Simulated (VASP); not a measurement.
# LiH (Pm-3m) in VASP: further runs

LiH is run at these levels: PBE; tasks: single point, relaxation of cell and atoms.

Program: VASP 6.6.1. These are calculated values, not measurements. Logs are shortened: lines on timing, memory, paths and dates and some standing lists are left out, and cuts for length are marked.

## 1. The cell of the first run

The structure is cubic, space group Pm-3m (No. 221). Conventional cell: a = 2.515 Å, b = 2.515 Å, c = 2.515 Å, α = 90.00°, β = 90.00°, γ = 90.00°. Li (site symmetry m-3m) has 8 H at 2.18 Å and 6 Li at 2.51 Å within 2.9 Å. Within 2.9 Å of H (site symmetry m-3m) lie 8 Li at 2.18 Å and 6 H at 2.51 Å.

## 2. Single point, PBE

INCAR reads:

```
PREC     = Accurate       # precision mode
ENCUT    = 520            # plane-wave cutoff, eV
EDIFF    = 1E-6           # SCF threshold, eV
ISMEAR   = 0              # smearing method
SIGMA    = 0.1            # smearing width, eV
LREAL    = F              # projectors in reciprocal space
LASPH    = T              # aspherical terms in the spheres
NELM     = 80             # most SCF steps
ALGO     = Normal         # electronic algorithm
ISIF     = 2              # what is computed and relaxed
LWAVE    = F              # write WAVECAR
LCHARG   = T              # write CHGCAR
GGA      = PE             # functional
LELF     = T              # ELF
LVHAR    = T            
NBANDS   = 9              # bands
```

KPOINTS reads:

```
regular mesh
0
Gamma
  6 6 6
```

POSCAR reads:

```
LiH
1.0
    2.5149271428      0.0000000000      0.0000000000
    0.0000000000      2.5149271428      0.0000000000
    0.0000000000      0.0000000000      2.5148428054
Li H
1 1
Direct
    0.0000000000      0.0000000000      0.0000000000
    0.5000000000      0.5000000000      0.5000000000
```

Potentials or basis: VASP PAW PBE potentials, release 64 (Li_sv, H).

On the command line:

```console
$ cat potpaw_PBE.64/Li_sv/POTCAR potpaw_PBE.64/H/POTCAR > POTCAR
$ mpirun -np 1 vasp_std > vasp.out
```

OUTCAR:

```text
PREC = Accurate
   ENCUT = 520
   EDIFF = 1E-6
   ISMEAR = 0
   LREAL = F
   LASPH = T
   NELM = 80
   ISIF = 2
   GGA = PE

 ion  position               nearest neighbor table
   1  0.000  0.000  0.000-
   2  0.500  0.500  0.500-

  LATTYP: Found a simple tetragonal cell.
 ALAT       =     2.5149271428
 C/A-ratio  =     0.9999664653

  Lattice vectors:

 A1 = (   2.5149271428,   0.0000000000,   0.0000000000)
 A2 = (   0.0000000000,   2.5149271428,   0.0000000000)
 A3 = (   0.0000000000,   0.0000000000,   2.5148428054)

Analysis of symmetry for initial positions (statically):
=====================================================================
 Subroutine PRICEL returns:
 Original cell was already a primitive cell.

 Routine SETGRP: Setting up the symmetry group for a
 simple tetragonal supercell.

 Subroutine GETGRP returns: Found 16 space group operations
 (whereof 16 operations were pure point group operations)
 out of a pool of 16 trial point group operations.

The static configuration has the point symmetry D_4h.

Analysis of symmetry for dynamics (positions and initial velocities):
=====================================================================
 Subroutine PRICEL returns:
 Original cell was already a primitive cell.

 Routine SETGRP: Setting up the symmetry group for a
 simple tetragonal supercell.

 Subroutine GETGRP returns: Found 16 space group operations
 (whereof 16 operations were pure point group operations)
 out of a pool of 16 trial point group operations.

The dynamic configuration has the point symmetry D_4h.

 Subroutine INISYM returns: Found 16 space group operations
 (whereof 16 operations are pure point group operations),
 and found     1 'primitive' translations

----------------------------------------------------------------------------------------

                                     Primitive cell

  volume of cell :      15.9060

  direct lattice vectors                    reciprocal lattice vectors
     2.514927143  0.000000000  0.000000000     0.397625833  0.000000000  0.000000000
     0.000000000  2.514927143  0.000000000     0.000000000  0.397625833  0.000000000
     0.000000000  0.000000000  2.514842805     0.000000000  0.000000000  0.397639168

  length of vectors
[... 84 lines left out ...]
   EDIFFG = 0.1E-04   stopping-criterion for IOM
   NSW    =      0    number of steps for IOM
   IBRION =     -1    ionic relax: 0-MD 1-quasi-New 2-CG
   NFREE  =      0    steps in history (QN), initial steepest desc. (CG)
   ISIF   =      2    stress and relaxation
   ISYM   =      2    0-nonsym 1-usesym 2-fastsym
   POTIM  = 0.5000    time-step for ionic-motion
   TEBEG  =    0.0;   TEEND  =   0.0 temperature during run
   PSTRESS=    0.0 pullay stress
   NELECT =       4.0000    total number of electrons
   NUPDOWN=      -1.0000    fix difference up-down
   EMIN   =  10.00;   EMAX   =-10.00  energy-range for DOS
   EFERMI =   0.00;   METHOD = LEGACY
   ISMEAR =     0;   SIGMA  =   0.10  broadening in eV -4-tet -1-fermi 0-gaus
   EFERMI_NEDOS =   21; number of points for ismear=-14 and -15
   IALGO  =     38    algorithm
   IMIX   =      4    mixing-type and parameters
     AMIX     =   0.40;   BMIX     =  1.00
     AMIX_MAG =   1.60;   BMIX_MAG =  1.00
  volume/ion in A,a.u.               =       7.95        53.67
  Fermi-wavevector in a.u.,A,eV,Ry     =   1.033335  1.952719 14.528032  1.067780
  Thomas-Fermi vector in A             =   2.167576
   LORBIT       =      0    0 simple, 1 ext, 2 COOP (PROOUT), +10 PAW based schemes
   GGA     = PE    functional components
   LHFCALC =     F    Hartree Fock is set to
   AEXX    =    0.0000 exact exchange contribution
   IVDW    =     0    specifies the selected vdW correction
   LEPSILON=     F    determine dielectric tensor
   LRPA    =     F    only Hartree local field effects (RPA)
 non-spin polarized calculation
 Gauss-broadening in eV      SIGMA  =   0.10
  energy-cutoff  :      520.00
  volume of cell :       15.91
 maximum number of plane-waves:       441
 NGX is ok and might be reduce to    20
   NGX =  9   NGY =  9   NGZ =  9

 number of electron       4.0000012 magnetization

 Free energy of the ion-electron system (eV)
  ---------------------------------------------------
  ext. energy  EPLUGINS =         0.00000000
  ---------------------------------------------------
  free energy    TOTEN  =        -5.65063929 eV

  energy without entropy =       -5.65063929  energy(sigma->0) =       -5.65063929

 E-fermi :   3.8044     XC(G=0):  -8.6041

 val. band max:        3.4493349216   @ k =   0.5000   0.5000   0.5000
 cond. band min:       4.1736164667   @ k =   0.5000   0.0000   0.0000
 fundamental gap:      0.7242815451
 Fermi energy:         3.8044389560

 k-point     1 :       0.0000    0.0000    0.0000
  band No.  band energies     occupation
      1     -44.6699      2.00000
      2      -5.2878      2.00000
      3      15.3131      0.00000
      4      15.3131      0.00000
      5      15.3145      0.00000
      6      15.8394      0.00000
      7      18.4438      0.00000
      8      18.4447      0.00000
      9      34.8356      0.00000
[... 265 lines left out ...]
 k-point    24 :       0.5000    0.0000    0.3333
  band No.  band energies     occupation
      1     -44.5852      2.00000
      2      -0.7880      2.00000
      3       4.7676      0.00000
      4       7.7071      0.00000
      5      13.5297      0.00000
      6      21.5584      0.00000
      7      22.4322      0.00000
      8      25.7206      0.00000
      9      28.5265      0.00000

 [... further k-points ...]

------------------------ aborting loop because EDIFF is reached ----------------------------------------

  FORCE on cell =-STRESS in cart. coord.  units (eV):
  Direction    XX          YY          ZZ          XY          YZ          ZX
  --------------------------------------------------------------------------------------
  -------------------------------------------------------------------------------------
  Total       -0.0329008     -0.0329008     -0.0321843      0.0000000     -0.0000000      0.0000000
  in kB       -3.3140231     -3.3140231     -3.2418542      0.0000000     -0.0000000      0.0000000
  external PRESSURE =      -3.2899668 kB  Pullay stress =       0.0000000 kB

 VOLUME and BASIS-vectors are now :
 -----------------------------------------------------------------------------
  energy-cutoff  :      520.00
  volume of cell :       15.91
      direct lattice vectors                 reciprocal lattice vectors
     2.514927143  0.000000000  0.000000000     0.397625833  0.000000000  0.000000000
     0.000000000  2.514927143  0.000000000     0.000000000  0.397625833  0.000000000
     0.000000000  0.000000000  2.514842805     0.000000000  0.000000000  0.397639168

 POSITION                                       TOTAL-FORCE (eV/Angst)
 -----------------------------------------------------------------------------------
      0.00000      0.00000      0.00000         0.000000      0.000000      0.000000
      1.25746      1.25746      1.25742         0.000000      0.000000      0.000000
 -----------------------------------------------------------------------------------
    total drift:                                0.000000      0.000000      0.000000

  FREE ENERGIE OF THE ION-ELECTRON SYSTEM (eV)
  ---------------------------------------------------
  free  energy   TOTEN  =        -5.6506392921 eV

  energy  without entropy=       -5.6506392903  energy(sigma->0) =       -5.65063929
```

OSZICAR:

```text
N       E                     dE             d eps       ncg     rms          rms(c)
DAV:   1    -0.168498840032E+01   -0.16850E+01   -0.14657E+03   720   0.409E+02
DAV:   2    -0.586437409693E+01   -0.41794E+01   -0.40839E+01   966   0.541E+01
DAV:   3    -0.591899387270E+01   -0.54620E-01   -0.54565E-01   833   0.504E+00
DAV:   4    -0.591921914292E+01   -0.22527E-03   -0.22518E-03   950   0.329E-01
DAV:   5    -0.591921979574E+01   -0.65283E-06   -0.65282E-06   838   0.141E-02    0.283E+00
DAV:   6    -0.572032954273E+01    0.19889E+00   -0.16601E-01   820   0.122E+00    0.141E+00
DAV:   7    -0.564954650844E+01    0.70783E-01   -0.21530E-01   815   0.152E+00    0.223E-01
DAV:   8    -0.565069158631E+01   -0.11451E-02   -0.39107E-03   887   0.432E-01    0.458E-02
DAV:   9    -0.565063965143E+01    0.51935E-04   -0.21778E-04   915   0.501E-02    0.578E-03
DAV:  10    -0.565063929212E+01    0.35931E-06   -0.61344E-06   855   0.185E-02
   1 F= -.56506393E+01 E0= -.56506393E+01  d E =-.180755E-08
```

stdout:

```text
POSCAR found type information on POSCAR LiH
 POSCAR found :  2 types and       2 ions
 scaLAPACK will be used
 LDA part: xc-table for (Slater+PW92), standard interpolation
 POSCAR, INCAR and KPOINTS ok, starting setup
 FFT: planning ... GRIDC
 FFT: planning ... GRID_SOFT
 FFT: planning ... GRID
 WAVECAR not read
 entering main loop
```

Run time: 6.8 s. Hardware: 1 thread of Intel Xeon 8259CL, shared host; peak memory 0.12 GiB.

What came out:

| Property | Result |
| --- | --- |
| Free energy | -5.6506 eV |
| Band gap on the k mesh | 0.72 eV, indirect (least direct gap 4.19 eV) |

Caveat: the cutoff is under 1.25 times the usual one of these potentials, so pressure, stress and relaxed cells hold a basis-set (Pulay) error. A k mesh can miss the band edges.

## 3. Single point, PBE

This run uses another cell than the first one, of 7.88 Å³/atom, 0.991 times its volume.

INCAR reads:

```
ALGO = Normal
EDIFF = 1E-6
ENCUT = 520
GGA = PE
ISIF = 2
ISMEAR = 0
LASPH = T
LCHARG = F
LREAL = F
LWAVE = F
NBANDS = 9
NELM = 80
PREC = Accurate
SIGMA = 0.02
```

KPOINTS reads:

```
k-points
0
Gamma
  10 10 10
```

POSCAR reads:

```
LiH
1.0
    2.5071799030      0.0000000000      0.0000000000
    0.0000000000      2.5071799030      0.0000000000
    0.0000000000      0.0000000000      2.5071799030
Li H
1 1
Direct
    0.0000000000      0.0000000000      0.0000000000
    0.5000000000      0.5000000000      0.5000000000
```

Potentials or basis: VASP PAW PBE potentials, release 64 (Li_sv, H).

On the command line:

```console
$ cat potpaw_PBE.64/Li_sv/POTCAR potpaw_PBE.64/H/POTCAR > POTCAR
$ mpirun -np 1 vasp_std > vasp.out
```

OUTCAR:

```text
EDIFF = 1E-6
   ENCUT = 520
   GGA = PE
   ISIF = 2
   ISMEAR = 0
   LASPH = T
   LREAL = F
   NELM = 80
   PREC = Accurate

 ion  position               nearest neighbor table
   1  0.000  0.000  0.000-
   2  0.500  0.500  0.500-

  LATTYP: Found a simple cubic cell.
 ALAT       =     2.5071799030

  Lattice vectors:

 A1 = (   2.5071799030,   0.0000000000,   0.0000000000)
 A2 = (   0.0000000000,   2.5071799030,   0.0000000000)
[... 473 lines left out ...]

------------------------ aborting loop because EDIFF is reached ----------------------------------------

  FORCE on cell =-STRESS in cart. coord.  units (eV):
  Direction    XX          YY          ZZ          XY          YZ          ZX
  --------------------------------------------------------------------------------------
  -------------------------------------------------------------------------------------
  Total       -0.0168086     -0.0168086     -0.0168086      0.0000000     -0.0000000     -0.0000000
  in kB       -1.7087817     -1.7087817     -1.7087817      0.0000000     -0.0000000     -0.0000000
  external PRESSURE =      -1.7087817 kB  Pullay stress =       0.0000000 kB

 VOLUME and BASIS-vectors are now :
 -----------------------------------------------------------------------------
  energy-cutoff  :      520.00
  volume of cell :       15.76
      direct lattice vectors                 reciprocal lattice vectors
     2.507179903  0.000000000  0.000000000     0.398854505  0.000000000  0.000000000
     0.000000000  2.507179903  0.000000000     0.000000000  0.398854505  0.000000000
     0.000000000  0.000000000  2.507179903     0.000000000  0.000000000  0.398854505

 POSITION                                       TOTAL-FORCE (eV/Angst)
 -----------------------------------------------------------------------------------
      0.00000      0.00000      0.00000         0.000000      0.000000      0.000000
      1.25359      1.25359      1.25359         0.000000      0.000000      0.000000
 -----------------------------------------------------------------------------------
    total drift:                                0.000000      0.000000      0.000000

  FREE ENERGIE OF THE ION-ELECTRON SYSTEM (eV)
  ---------------------------------------------------
  free  energy   TOTEN  =        -5.6597935621 eV

  energy  without entropy=       -5.6597935621  energy(sigma->0) =       -5.65979356
```

Wall time 8.7 s (1 thread of Intel Xeon 8259CL, shared host); peak memory 0.12 GiB.

What came out:

* Free energy: -5.6598 eV
* Band gap on the k mesh: 0.73 eV, indirect (least direct gap 4.21 eV)

Levels at points of the mesh, in eV from the valence-band top:
```tsv
k point	band 1	band 2	band 3	band 4	band 5	band 6
(0.00, 0.00, 0.00)	-48.11	-8.79	11.93	11.93	11.93	12.49
(0.50, 0.00, 0.00)	-48.05	-6.55	0.73	11.38	16.20	16.20
(0.50, 0.50, 0.00)	-48.01	-2.66	1.55	1.55	9.08	19.40
(0.50, 0.50, 0.50)	-47.97	0.00	6.41	6.41	6.41	8.75
```

Caveat: the cutoff is under 1.25 times the usual one of these potentials, so pressure, stress and relaxed cells hold a basis-set (Pulay) error. As with any semilocal functional, this PBE gap is likely too small.

[end of part 1 of 2]
